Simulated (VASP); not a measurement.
# Nb (R-3m) in VASP: further runs, part 2 of 3

VASP 6.6.1.

## 3. Single point, PBEsol

This run uses another cell than the first one, of the same volume but with other edges.

INCAR reads:

```
SYSTEM = Nb
ALGO     = Fast           ! electronic algorithm
EDIFF    = 1E-7           ! SCF threshold, eV
ENCUT    = 520            ! plane-wave cutoff, eV
GGA      = PS             ! functional
ISIF     = 2              ! what is computed and relaxed
ISMEAR   = 0              ! smearing method
LASPH    = .TRUE.         ! aspherical terms in the spheres
LCHARG   = .TRUE.         ! write CHGCAR
LELF     = .TRUE.         ! ELF
LREAL    = .FALSE.        ! projectors in reciprocal space
LVHAR    = .TRUE.       
LWAVE    = .FALSE.        ! write WAVECAR
NBANDS   = 12             ! bands
NELM     = 60             ! most SCF steps
PREC     = Accurate       ! precision mode
SIGMA    = 0.15           ! smearing width, eV
```

KPOINTS reads:

```
k-points
0
G
  22 22 22
  0 0 0
```

POSCAR reads:

```
Nb
1.0
   -2.2358749875      1.7097867552      1.7097867552
    1.7097867552     -2.2358749875      1.7097867552
    1.7097867552      1.7097867552     -2.2358749875
Nb
1
Direct
    0.0000000000      0.0000000000      0.0000000000
```

Potentials or basis: VASP PAW PBE potentials, release 64 (Nb_sv).

On the command line:

```
$ cat potpaw_PBE.64/Nb_sv/POTCAR > POTCAR
$ mpirun -np 1 vasp_std > vasp.out
```

OUTCAR:

```text
SYSTEM = Nb
   EDIFF = 1E-7
   ENCUT = 520
   GGA = PS
   ISIF = 2
   ISMEAR = 0
   LASPH = .TRUE.
   LREAL = .FALSE.
   NELM = 60
   PREC = Accurate

 ion  position               nearest neighbor table
   1  0.000  0.000  0.000-

  LATTYP: Found a trigonal (rhomboedric) cell.
 ALAT       =     3.2933081326
 COS(alpha) =    -0.4354066986

  Lattice vectors:

 A1 = (  -2.2358749875,   1.7097867552,   1.7097867552)
 A2 = (   1.7097867552,  -2.2358749875,   1.7097867552)
 A3 = (   1.7097867552,   1.7097867552,  -2.2358749875)

Analysis of symmetry for initial positions (statically):
=====================================================================
 Subroutine PRICEL returns:
 Original cell was already a primitive cell.

 Routine SETGRP: Setting up the symmetry group for a
 trigonal (rhombohedral) supercell.

 Subroutine GETGRP returns: Found 12 space group operations
 (whereof 12 operations were pure point group operations)
 out of a pool of 12 trial point group operations.

The static configuration has the point symmetry D_3d.

Analysis of symmetry for dynamics (positions and initial velocities):
=====================================================================
 Subroutine PRICEL returns:
 Original cell was already a primitive cell.

 Routine SETGRP: Setting up the symmetry group for a
 trigonal (rhombohedral) supercell.

 Subroutine GETGRP returns: Found 12 space group operations
 (whereof 12 operations were pure point group operations)
 out of a pool of 12 trial point group operations.

The dynamic configuration has the point symmetry D_3d.

 Subroutine INISYM returns: Found 12 space group operations
 (whereof 12 operations are pure point group operations),
 and found     1 'primitive' translations

----------------------------------------------------------------------------------------

                                     Primitive cell

  volume of cell :      18.4281

  direct lattice vectors                    reciprocal lattice vectors
    -2.235874987  1.709786755  1.709786755     0.112641294  0.366084206  0.366084206
     1.709786755 -2.235874987  1.709786755     0.366084206  0.112641294  0.366084206
     1.709786755  1.709786755 -2.235874987     0.366084206  0.366084206  0.112641294

  length of vectors
     3.293308133  3.293308133  3.293308133     0.529833325  0.529833325  0.529833325

  position of ions in fractional coordinates (direct lattice)
     0.000000000  0.000000000  0.000000000

  ion indices of the primitive-cell ions
   primitive index   ion index
                 1           1

----------------------------------------------------------------------------------------

 KPOINTS: k-points

Automatic generation of k-mesh.
 Grid dimensions read from file:
 generate k-points for:   22   22   22

 Generating k-lattice:

  Cartesian coordinates                     Fractional coordinates (reciprocal lattice)
     0.005120059  0.016640191  0.016640191     0.045454545  0.000000000  0.000000000
     0.016640191  0.005120059  0.016640191     0.000000000  0.045454545  0.000000000
     0.016640191  0.016640191  0.005120059    -0.000000000 -0.000000000  0.045454545

  Length of vectors
     0.024083333  0.024083333  0.024083333

  Shift w.r.t. Gamma in fractional coordinates (k-lattice)
     0.000000000  0.000000000  0.000000000

 Subroutine IBZKPT returns following result:
 ===========================================

 Found   1024 irreducible k-points:

 Following reciprocal coordinates:
            Coordinates               Weight
  0.000000  0.000000  0.000000      1.000000
  0.045455 -0.000000 -0.000000      6.000000
  0.090909 -0.000000 -0.000000      6.000000
  0.136364 -0.000000 -0.000000      6.000000
  0.181818  0.000000  0.000000      6.000000
  0.227273 -0.000000 -0.000000      6.000000
[... 16 lines left out ...]
  0.500000  0.045455  0.000000     12.000000
 -0.454545  0.045455  0.000000     12.000000
 [... further k-points ...]
   k-points           NKPTS =   1024   k-points in BZ     NKDIM =   1024   number of bands    NBANDS=     12
   number of dos      NEDOS =    301   number of ions     NIONS =      1
   total plane-waves  NPLWV =  13824
   dimension x,y,z NGX =    24 NGY =   24 NGZ =   24
   dimension x,y,z NGXF=    48 NGYF=   48 NGZF=   48
   ions per type =               1
   NGX,Y,Z   is equivalent  to a cutoff of  12.12, 12.12, 12.12 a.u.
   NGXF,Y,Z  is equivalent  to a cutoff of  24.23, 24.23, 24.23 a.u.
 SYSTEM =  Nb
   PREC   = accura    normal or accurate (medium, high low for compatibility)
   ISTART =      0    job   : 0-new  1-cont  2-samecut
   ICHARG =      2    charge: 1-file 2-atom 10-const
   ISPIN  =      1    spin polarized calculation?
   LNONCOLLINEAR =      F non collinear calculations
   LSORBIT =      F    spin-orbit coupling
   LASPH  =      T    aspherical Exc in radial PAW
   ENCUT  =  520.0 eV  38.22 Ry    6.18 a.u.   6.12  6.12  6.12*2*pi/ulx,y,z
   NELM   =     60;   NELMIN=  2; NELMDL= -5     # of ELM steps
   EDIFF  = 0.1E-06   stopping-criterion for ELM
   LREAL  =      F    real-space projection
   EDIFFG = 0.1E-05   stopping-criterion for IOM
   NSW    =      0    number of steps for IOM
   IBRION =     -1    ionic relax: 0-MD 1-quasi-New 2-CG
   NFREE  =      0    steps in history (QN), initial steepest desc. (CG)
   ISIF   =      2    stress and relaxation
   ISYM   =      2    0-nonsym 1-usesym 2-fastsym
   POTIM  = 0.5000    time-step for ionic-motion
   TEBEG  =    0.0;   TEEND  =   0.0 temperature during run
   PSTRESS=    0.0 pullay stress
   NELECT =      13.0000    total number of electrons
   NUPDOWN=      -1.0000    fix difference up-down
   EMIN   =  10.00;   EMAX   =-10.00  energy-range for DOS
   EFERMI =   0.00;   METHOD = LEGACY
   ISMEAR =     0;   SIGMA  =   0.15  broadening in eV -4-tet -1-fermi 0-gaus
   EFERMI_NEDOS =   21; number of points for ismear=-14 and -15
   IALGO  =     68    algorithm
   IMIX   =      4    mixing-type and parameters
     AMIX     =   0.40;   BMIX     =  1.00
     AMIX_MAG =   1.60;   BMIX_MAG =  1.00
  volume/ion in A,a.u.               =      18.43       124.36
  Fermi-wavevector in a.u.,A,eV,Ry     =   1.457345  2.753983 28.896790  2.123854
  Thomas-Fermi vector in A             =   2.574157
   LORBIT       =      0    0 simple, 1 ext, 2 COOP (PROOUT), +10 PAW based schemes
   GGA     = PS    functional components
   LHFCALC =     F    Hartree Fock is set to
   AEXX    =    0.0000 exact exchange contribution
   IVDW    =     0    specifies the selected vdW correction
   LEPSILON=     F    determine dielectric tensor
   LRPA    =     F    only Hartree local field effects (RPA)
 non-spin polarized calculation
 RMM-DIIS sequential band-by-band and
 Gauss-broadening in eV      SIGMA  =   0.15
  energy-cutoff  :      520.00
  volume of cell :       18.43
 maximum number of plane-waves:       515
   NGX = 13   NGY = 13   NGZ = 13

 number of electron      13.0000001 magnetization

 Free energy of the ion-electron system (eV)
  ---------------------------------------------------
  ext. energy  EPLUGINS =         0.00000000
  ---------------------------------------------------
  free energy    TOTEN  =        -8.74792158 eV

  energy without entropy =       -8.74185882  energy(sigma->0) =       -8.74489020

 E-fermi :  10.8612     XC(G=0): -12.2355

 val. band max:       10.8565304508   @ k =  -0.2273   0.1818   0.0909
 cond. band min:      10.8630781877   @ k =   0.1364   0.0909  -0.0000
 fundamental gap:      0.0065477369
 Fermi energy:        10.8611632676

 k-point     1 :       0.0000    0.0000    0.0000
  band No.  band energies     occupation
      1     -44.9933      2.00000
      2     -20.2893      2.00000
      3     -20.2893      2.00000
      4     -15.3855      2.00000
      5       4.4172      2.00000
      6       7.6390      2.00000
      7       9.7122      2.00000
      8       9.7122      2.00000
      9      19.5922      0.00000
     10      19.5922      0.00000
     11      20.3190      0.00000
     12      27.3409      0.00000
[... 331 lines left out ...]
 k-point    24 :      -0.4545    0.0455    0.0000
  band No.  band energies     occupation
      1     -42.7748      2.00000
      2     -24.2762      2.00000
      3     -19.0663      2.00000
      4     -18.9258      2.00000
      5       6.4620      2.00000
      6       7.7273      2.00000
      7      12.4396      0.00000
      8      12.8974      0.00000
      9      14.9801      0.00000
     10      18.4116      0.00000
     11      22.6093      0.00000
     12      26.8245      0.00000

 [... further k-points ...]

------------------------ aborting loop because EDIFF is reached ----------------------------------------

  FORCE on cell =-STRESS in cart. coord.  units (eV):
  Direction    XX          YY          ZZ          XY          YZ          ZX
  --------------------------------------------------------------------------------------
  -------------------------------------------------------------------------------------
  Total        5.2440200      5.2440200      5.2440200      7.4542684      7.4542684      7.4542684
  in kB      455.9257446    455.9257446    455.9257446    648.0892278    648.0892278    648.0892278
  external PRESSURE =     455.9257446 kB  Pullay stress =       0.0000000 kB

 VOLUME and BASIS-vectors are now :
 -----------------------------------------------------------------------------
  energy-cutoff  :      520.00
  volume of cell :       18.43
      direct lattice vectors                 reciprocal lattice vectors
    -2.235874987  1.709786755  1.709786755     0.112641294  0.366084206  0.366084206
     1.709786755 -2.235874987  1.709786755     0.366084206  0.112641294  0.366084206
     1.709786755  1.709786755 -2.235874987     0.366084206  0.366084206  0.112641294

 POSITION                                       TOTAL-FORCE (eV/Angst)
 -----------------------------------------------------------------------------------
      0.00000      0.00000      0.00000         0.000000      0.000000      0.000000
 -----------------------------------------------------------------------------------
    total drift:                                0.000000     -0.000000     -0.000000

  FREE ENERGIE OF THE ION-ELECTRON SYSTEM (eV)
  ---------------------------------------------------
  free  energy   TOTEN  =        -8.7479215757 eV

  energy  without entropy=       -8.7418588242  energy(sigma->0) =       -8.74489020
```

It took 6.2 min on 1 thread of Intel Xeon Platinum 8259CL at 2.50GHz (Skylake/Cascade Lake), shared host; peak memory 0.33 GiB.

What came out:

```yaml
Free_energy: -8.7479 eV
Pressure: 45.6 GPa
Band_gap_on_the_k_mesh: zero (an odd number of electrons rules out a gap without spin polarisation)
```

Stress tensor (GPa, compression positive):
```
45.59 64.81 64.81
64.81 45.59 64.81
64.81 64.81 45.59
```

Levels at points of the mesh, in eV from the Fermi level:
```csv
k point,band 2,band 3,band 4,band 5,band 6,band 7,band 8,band 9,band 10,band 11
"(0.00, 0.00, 0.00)",-31.15,-31.15,-26.25,-6.44,-3.22,-1.15,-1.15,8.73,8.73,9.46
"(0.50, 0.00, 0.00)",-35.79,-29.78,-29.65,-4.90,-3.71,2.35,3.05,5.08,5.76,10.98
"(0.50, 0.50, 0.00)",-31.65,-31.27,-26.26,-4.43,-3.46,0.02,2.42,6.25,8.81,9.10
"(0.50, 0.50, 0.50)",-35.75,-29.83,-29.83,-5.05,-5.05,3.59,3.59,8.87,8.94,8.94
```

Caveat: atoms lie so close that the PAW spheres overlap strongly, which falsifies energies and pressures; the cell stands under pressure; the PAW data sets were made with another functional, which shifts forces and pressure a little.

## 4. Single point, PBEsol

This run uses another cell than the first one, of the same volume but with other edges.

INCAR reads:

```
SYSTEM = Nb
ALGO = Fast
EDIFF = 1E-6
ENCUT = 520
GGA = PS
ISIF = 2
ISMEAR = 0
LASPH = .True.
LCHARG = .True.
LELF = .True.
LREAL = .False.
LVHAR = .True.
LWAVE = .False.
NBANDS = 12
NELM = 80
PREC = Accurate
SIGMA = 0.15
```

KPOINTS reads:

```
k-points
0
Gamma
  22 22 22
  0 0 0
```

POSCAR reads:

```
Nb
1.0
   -1.8444062953      1.6687485529      1.6687485529
    1.6687485529     -1.8444062953      1.6687485529
    1.6687485529      1.6687485529     -1.8444062953
Nb
1
Direct
    0.0000000000      0.0000000000      0.0000000000
```

On the command line:

```
$ cat potpaw_PBE.64/Nb_sv/POTCAR > POTCAR
$ mpirun -np 1 vasp_std > vasp.out
```

Run time: 5.4 min. Hardware: 1 thread of Intel Xeon Platinum 8259CL at 2.50GHz (Skylake/Cascade Lake), shared host; peak memory 0.34 GiB.

Results (log left out):

* Free energy: -10.8837 eV
* Pressure: -6.2 GPa
* Band gap on the k mesh: zero (an odd number of electrons rules out a gap without spin polarisation)

Stress tensor (GPa, compression positive):
```
-6.23  4.57  4.57
 4.57 -6.23  4.57
 4.57  4.57 -6.23
```

Levels at points of the mesh, in eV from the Fermi level:
| k point | band 4 | band 5 | band 6 | band 7 | band 8 | band 9 | band 10 | band 11 |
| --- | --- | --- | --- | --- | --- | --- | --- | --- |
| (0.00, 0.00, 0.00) | -29.30 | -6.02 | -1.31 | 0.44 | 0.44 | 3.82 | 3.82 | 12.37 |
| (0.50, 0.00, 0.00) | -29.89 | -3.80 | -1.58 | 2.66 | 2.85 | 2.95 | 6.20 | 10.83 |
| (0.50, 0.50, 0.00) | -29.36 | -3.78 | -2.21 | 1.28 | 4.09 | 4.43 | 5.65 | 10.21 |
| (0.50, 0.50, 0.50) | -30.47 | -3.78 | -3.78 | 4.44 | 4.44 | 6.90 | 8.28 | 8.28 |

Caveat: the cell stands under tension; the PAW data sets were made with another functional, which shifts forces and pressure a little.

(Part 2 of 3 ends here.)
